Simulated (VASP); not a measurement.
Wanted: the native input for a VASP 6.6.1 run.

```
Task                   : relaxation of cell and atoms
Functional             : PBE
Potentials or basis    : VASP PAW PBE potentials, release 64 (Mo_sv, Se)
Cutoff                 : 600 eV
k mesh                 : 14 × 14 × 14
Occupations            : gaussian, width 0.1 eV
Spin                   : collinear spin
Starting moments       : [-0.56, 0.0] μB
Dipole correction      : no
Further INCAR settings : ALGO = Normal; EDIFF = 1e-06; IBRION = 2; EDIFFG = -0.01; NSW = 100; ISIF = 3
```

The structure of MoSe lies in POSCAR:

```
MoSe
1.0
    0.0000000000      2.6166084309      2.6166084309
    2.6166084309      0.0000000000      2.6166084309
    2.6166084309      2.6166084309      0.0000000000
Mo Se
1 1
Direct
    0.0000000000      0.0000000000      0.0000000000
    0.5000000000      0.5000000000      0.5000000000
```

The input as run:

INCAR

```
SYSTEM = MoSe
PREC = Accurate
ENCUT = 600
EDIFF = 1E-6
ISMEAR = 0
SIGMA = 0.1
LREAL = .FALSE.
LASPH = .TRUE.
NELM = 150
ALGO = Normal
ISIF = 3
LWAVE = .FALSE.
LCHARG = .FALSE.
ISPIN = 2
MAGMOM = -0.56 0
LORBIT = 11
LMAXMIX = 4
GGA = PE
IBRION = 2
NSW = 100
EDIFFG = -0.01
```

KPOINTS

```
Automatic mesh
0
G
  14 14 14
  0 0 0
```

Potentials or basis: VASP PAW PBE potentials, release 64 (Mo_sv, Se).

Launch:

```bash
$ cat potpaw_PBE.64/Mo_sv/POTCAR potpaw_PBE.64/Se/POTCAR > POTCAR
$ mpirun -np 1 vasp_std > vasp.out
```

It gave:

| Quantity | Value |
| --- | --- |
| Relaxed volume | 17.81 Å³/atom |
| Relaxed cell | a = 3.693 Å, b = 3.693 Å, c = 3.693 Å, α = 60.00°, β = 60.00°, γ = 60.00° |
| Space group after relaxing (to 0.1 Å) | Fm-3m (No. 225) |
| Energy gained by relaxing | 0.2 meV/atom |
| Ionic steps | 3 |
| Pressure after relaxing | 0.0 GPa |
| Band gap on the k mesh | zero (filled and empty bands overlap) |
| Net moment | 0.00 μB per cell |
| Valence electrons inside the program's atomic spheres | Mo 12.36; Se 3.94 |

It took 5.4 min on 1 thread of Intel(R) Xeon(R) Platinum 8488C (Sapphire Rapids) (shared host), peak memory 0.27 GiB.
